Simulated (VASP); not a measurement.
A run of VASP 6.6.1:

The input INCAR:

```
  PREC = Accurate
  ENCUT = 520
  EDIFF = 1E-6
  ISMEAR = 0
  SIGMA = 0.1
  LREAL = F
  LASPH = T
  NELM = 100
  ALGO = Normal
  ISIF = 2
  LWAVE = F
  LCHARG = F
  GGA = PS
  NBANDS = 23
```

File KPOINTS:

```
Automatic mesh
0
Gamma
  12 12 12
```

POSCAR

```
AlCo3
1.0
    3.4769544791      0.0000000000      0.0000000000
    0.0000000000      3.4769544791      0.0000000000
    0.0000000000      0.0000000000      3.4769544791
Al Co
1 3
Direct
    0.0000000000      0.0000000000      0.0000000000
    0.5000000000      0.5000000000      0.0000000000
    0.5000000000      0.0000000000      0.5000000000
    0.0000000000      0.5000000000      0.5000000000
```

Potentials or basis: VASP PAW PBE potentials, release 64 (Al, Co).

The run is started by

```sh
$ cat potpaw_PBE.64/Al/POTCAR potpaw_PBE.64/Co/POTCAR > POTCAR
$ mpirun -np 1 vasp_std > vasp.out
```

Hardware: 1 thread of Intel(R) Xeon(R) 6975P-C (Granite Rapids) (shared host).

Q: How long does it take, and how much memory?

A: It took 44 s on 1 thread of Intel(R) Xeon(R) 6975P-C (Granite Rapids), on a shared host, peak memory 0.19 GiB. Counts: scf iterations 14, k points 84.
